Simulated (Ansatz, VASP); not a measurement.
**PbSe in VASP and in Ansatz**

```
Pb Se
1.0
     0.00000    2.99817    2.99817
     2.99817    0.00000    2.99817
     2.99817    2.99817    0.00000
Pb Se
1 1
Cartesian
  0.0000 0.0000 0.0000
  2.9982 2.9982 2.9982
```

Alike in both runs: task single point; functional PBEsol-based global hybrid; k mesh 4 × 4 × 4; occupations fermi-dirac, width 0.05 eV; no spin polarisation.

|  | VASP | Ansatz |
| --- | --- | --- |
| version | VASP 6.6.1 | Ansatz 0.2.0 |
| potentials or method | VASP PAW PBE potentials, release 64 (Pb_d, Se) | Ansatz PAW |
| plane-wave cutoff (eV) | 520 | 420 |
| valence electrons in the cell | 20 | 30 |

VASP gave:

* gap on the k mesh at the Fermi level (eV): 1.03
* least direct gap on the mesh (eV): 1.03
* pressure (GPa): 2.9

Problem. Estimate Ansatz's values.

Solution. gap on the k mesh at the Fermi level (eV): 0.95; least direct gap on the mesh (eV): 0.95; pressure (GPa): 3.1.

VASP's potentials were made for PBE, not for PBEsol-based global hybrid. VASP's potentials hold 20 valence electrons a cell and Ansatz's 30, so a difference there can come from the potentials and not from the codes.

The k mesh is coarse, so the values compare programs but aren't converged. Neither program's run includes spin-orbit coupling.
